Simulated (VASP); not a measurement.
## PbS: single point with PBEsol

The system is PbS.

```xyz
4
Lattice="2.1071 -3.6528 0.0000 2.1071 3.6528 0.0000 0.0000 0.0000 7.7444" Properties=species:S:1:pos:R:3 pbc="T T T"
Pb    2.1071    3.6453    3.7694
Pb    2.1071   -3.6453    7.6417
S     2.1071   -1.2211    5.3628
S     2.1071    1.2211    1.4906
```

```json
{"Program": "VASP 6.6.1", "Task": "single point", "Functional": "PBEsol", "Potentials or basis": "VASP PAW PBE potentials, release 64 (Pb_d, S)", "Cutoff": "520 eV", "k mesh": "6 × 6 × 4", "Occupations": "fermi-dirac, width 0.02 eV", "Spin": "no spin polarisation"}
```

* Pressure: -4.8 GPa
* Largest force: 0.234 eV/Å
* Band gap on the k mesh: 0.57 eV, indirect (least direct gap 1.13 eV)

Forces on the atoms (eV/Å):
```
Pb   0.000  0.002  0.234
Pb   0.000 -0.002  0.234
S    0.000 -0.002 -0.234
S    0.000  0.002 -0.234
```

Stress tensor (GPa, compression positive):
```
-4.55  0.00  0.00
 0.00 -4.58  0.00
 0.00  0.00 -5.20
```

Levels at points of the mesh, in eV from the valence-band top:
| k point | band 17 | band 18 | band 19 | band 20 | band 21 | band 22 | band 23 | band 24 |
| --- | --- | --- | --- | --- | --- | --- | --- | --- |
| (0.00, 0.00, 0.00) | -1.50 | -1.20 | -1.20 | -0.16 | 0.97 | 3.49 | 3.49 | 3.73 |
| (0.50, 0.00, 0.00) | -2.50 | -1.50 | -1.25 | -0.77 | 0.57 | 2.53 | 2.84 | 3.85 |
| (0.50, 0.50, 0.00) | -2.49 | -1.50 | -1.25 | -0.76 | 0.57 | 2.54 | 2.84 | 3.85 |
| (0.00, 0.00, 0.50) | -1.35 | -1.35 | -1.22 | -1.22 | 2.56 | 2.56 | 3.53 | 3.53 |
| (0.50, 0.00, 0.50) | -2.08 | -2.08 | -2.07 | -2.07 | 2.40 | 2.40 | 3.28 | 3.28 |
| (0.50, 0.50, 0.50) | -2.07 | -2.07 | -2.07 | -2.07 | 2.40 | 2.40 | 3.28 | 3.28 |

It took 84 s on 1 thread of Intel Xeon 6975P-C, with other jobs on the host, peak memory 0.29 GiB.

Caveat: the PAW data sets were made with another functional, which shifts forces and pressure a little; spin-orbit coupling is left out, which moves the levels of the heavy elements. A k mesh can miss the band edges.
